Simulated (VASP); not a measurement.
NaLaMnMoO6: electric field gradients with PBE

NaLaMnMoO6:

```
CELL_PARAMETERS angstrom
5.10934 -0.00669 0.01056
-0.23945 5.68925 0.00703
-0.92899 -2.82542 5.11884
ATOMIC_POSITIONS crystal
Na 0.40776 0.38086 0.07519
La 0.03690 0.66325 0.68598
Mn 0.44271 0.04268 0.40638
Mo 0.90251 0.96387 0.30442
O 0.73627 0.69569 0.99417
O 0.72288 0.91846 0.55299
O 0.70112 0.27368 0.37292
O 0.19224 0.75325 0.36660
O 0.17926 0.03365 0.11672
O 0.20034 0.27462 0.63197
```

| Property | Result |
| --- | --- |
| Program | VASP 6.6.1 |
| Task | electric field gradients |
| Functional | PBE |
| Potentials or basis | VASP PAW PBE potentials, release 64 (Na_pv, La, Mn_pv, Mo_sv, O) |
| Cutoff | 520 eV |
| k mesh | 6 × 6 × 5 |
| Occupations | fermi-dirac, width 0.05 eV |
| Spin | collinear spin, ferromagnetic start |
| Starting moments | [0.0, 0.0, 4.0, 1.0, 0.0, 0.0, 0.0, 0.0, 0.0, 0.0] μB |
| Further INCAR settings | ALGO = Normal; EDIFF = 1e-08 |

```json
{
 "Pressure": "0.2 GPa",
 "Largest force": "0.114 eV/Å",
 "Band gap on the k mesh": "0.84 eV (least direct gap 1.09 eV)",
 "Net moment": "3.00 μB per cell",
 "Site moments": "Na +0.00; La +0.02; Mn +3.03; Mo -0.31; O +0.02, +0.00, -0.00, +0.01, +0.07 (each value once) μB",
 "Largest electric field gradient by atom": "Na -9.1; La +130.3; Mn -45.3; Mo -79.2; O -27.1, +27.7, -29.9, -48.0, -36.6, -36.1 V/Å²",
 "Valence electrons inside the program's atomic spheres": "Na 6.02; La 8.57; Mn 11.68; Mo 12.44; O 5.00, 5.01, 5.02 (each value once)"
}
```

Forces in eV/Å, atoms in the order of the input:
```
Na   0.001  0.001 -0.001
La  -0.001 -0.006 -0.007
Mn  -0.030  0.011 -0.002
Mo   0.055  0.035  0.043
O   -0.022 -0.030 -0.082
O    0.035 -0.088  0.063
O    0.026  0.092  0.005
O   -0.016 -0.073  0.006
O   -0.006  0.019 -0.060
O   -0.041  0.039  0.034
```

Stress tensor (GPa, compression positive):
```
 0.33  0.00  0.04
 0.00  0.19 -0.02
 0.04 -0.02  0.19
```

Levels at points of the mesh, in eV from the valence-band top:
Spin up:
```tsv
k point	band 40	band 41	band 42	band 43	band 44	band 45
(0.00, 0.00, 0.00)	-1.48	-1.19	-0.59	0.94	1.50	1.93
(0.50, 0.00, 0.00)	-1.37	-1.26	-0.42	1.21	1.27	1.48
(0.00, 0.50, 0.00)	-1.40	-1.21	-0.58	0.96	1.38	1.70
(0.50, 0.50, 0.00)	-1.29	-1.18	-0.44	1.11	1.33	1.44
```
Spin down:
| k point | band 37 | band 38 | band 39 | band 40 | band 41 | band 42 |
| --- | --- | --- | --- | --- | --- | --- |
| (0.00, 0.00, 0.00) | -2.40 | -2.01 | -0.41 | 1.02 | 1.19 | 1.48 |
| (0.50, 0.00, 0.00) | -2.48 | -2.12 | 0.00 | 1.12 | 1.28 | 1.35 |
| (0.00, 0.50, 0.00) | -2.63 | -2.04 | -0.47 | 0.92 | 1.13 | 1.48 |
| (0.50, 0.50, 0.00) | -2.42 | -2.02 | -0.04 | 1.17 | 1.24 | 1.32 |

Electric field gradients, principal values (V/Å²):
```csv
atom,least,middle,greatest (by size)
1 Na,1.791,7.296,-9.086
2 La,-18.376,-111.916,130.292
3 Mn,14.717,30.576,-45.293
4 Mo,29.254,49.956,-79.209
5 O,4.111,23.018,-27.128
6 O,-4.687,-23.015,27.703
7 O,8.497,21.397,-29.894
8 O,19.095,28.877,-47.972
9 O,12.606,24.022,-36.628
10 O,15.992,20.145,-36.137
```

Wall time 21 min on 4 MPI ranks on Intel(R) Xeon(R) Platinum 8375C CPU @ 2.90GHz (Ice Lake) (shared host), peak memory 1.1 GiB a rank.

Caveat: without QUAD_EFG the Cq values of the log hold for a quadrupole moment of 1 mb, not for the nuclei; spin-orbit coupling is left out, which moves the levels of the heavy elements; an odd mesh through Γ misses points on the zone boundary, where band edges can lie; a cell with one magnetic atom can't hold antiferromagnetic order, which such compounds often take.
